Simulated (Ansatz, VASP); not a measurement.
Given: the input of a run of VASP 6.6.1 on Cu.

Contents of POSCAR:

```
Cu
1.0
    2.4965603200      0.0000000000      0.0000000000
   -1.2482801600      2.1620846592      0.0000000000
    0.0000000000      0.0000000000      8.1501552425
Cu
4
Direct
    0.6666666667      0.3333333333      0.7500000000
    0.0000000000      0.0000000000      0.5000000000
    0.3333333333      0.6666666667      0.2500000000
    0.0000000000      0.0000000000      0.0000000000
```

File INCAR.step1:

```
PREC     = Accurate       # precision mode
ENCUT    = 900            # plane-wave cutoff, eV
ISMEAR   = -1             # smearing method
SIGMA    = 0.05           # smearing width, eV
LREAL    = F              # projectors in reciprocal space
LASPH    = T              # aspherical terms in the spheres
NELM     = 120            # most SCF steps
NBANDS   = 46             # bands
GGA      = PE             # functional
ALGO     = Normal         # electronic algorithm
EDIFF    = 1E-5           # SCF threshold, eV
LWAVE    = T              # write WAVECAR
LCHARG   = F              # write CHGCAR
GGA_COMPAT= F
```

The input INCAR.step2:

```
PREC     = Accurate       # precision mode
ENCUT    = 900            # plane-wave cutoff, eV
EDIFF    = 1E-6           # SCF threshold, eV
ISMEAR   = -1             # smearing method
SIGMA    = 0.05           # smearing width, eV
LREAL    = F              # projectors in reciprocal space
LASPH    = T              # aspherical terms in the spheres
NELM     = 120            # most SCF steps
ALGO     = Normal         # electronic algorithm
ISIF     = 2              # what is computed and relaxed
LWAVE    = F              # write WAVECAR
LCHARG   = F              # write CHGCAR
METAGGA  = R2SCAN         # meta-GGA
LMIXTAU  = T            
NBANDS   = 46             # bands
ISTART   = 1            
GGA_COMPAT= F
```

Contents of KPOINTS:

```
regular mesh
0
Gamma
  12 12 4
```

Potentials or basis: VASP PAW PBE potentials, release 64 (Cu_sv_GW).

The run is started by

```sh
$ cat potpaw_PBE.64/Cu_sv_GW/POTCAR > POTCAR
$ cp INCAR.step1 INCAR
$ mpirun -np 1 vasp_std > vasp.out
$ cp INCAR.step2 INCAR
$ mpirun -np 1 vasp_std > vasp.out
```

Task: Set up the same calculation for Ansatz 0.2.0. Potentials there: Ansatz PAW.

Result: As run (the cutoff follows the program's own potentials):

The input input.yaml:

```yaml
crystal:
  lattice:
    - [2.49656032, 0.0, 0.0]
    - [-1.24828016, 2.1620846592, 0.0]
    - [0.0, 0.0, 8.1501552425]
  atoms:
    - { symbol: Cu, position: [0.6666666667, 0.3333333333, 0.75] }
    - { symbol: Cu, position: [0.0, 0.0, 0.5] }
    - { symbol: Cu, position: [0.3333333333, 0.6666666667, 0.25] }
    - { symbol: Cu, position: [0.0, 0.0, 0.0] }
hamiltonian:
  xc: r2scan
  pseudopotentials: { kind: paw }
kpoints:
  mp_grid: { grid: [12, 12, 4] }
scf:
  occupations: { method: fermi_dirac, width: 0.05 }
output:
  forces: true
  stress: true
  eigenvalues: true
```

Potentials or basis: Ansatz PAW.

The run is started by

```sh
$ ansatz run input.yaml --threads 2 --pin off --max-ram 5632MiB --backend cpu --events-out ev --progress --plain --runs-dir out
```

Both were run:

|  | VASP | Ansatz | Ansatz less VASP |
| --- | --- | --- | --- |
| gap on the k mesh at the Fermi level (eV) | none | none | - |
| pressure (GPa) | 6.5 | 7.2 | +0.72 |
| traceless stress, the component that is largest in VASP (GPa) | -0.37 | -0.41 | -0.041 |

VASP's potentials were made for PBE, not for r2SCAN. A gap of «none» marks a metal or a gap that the smearing closes.
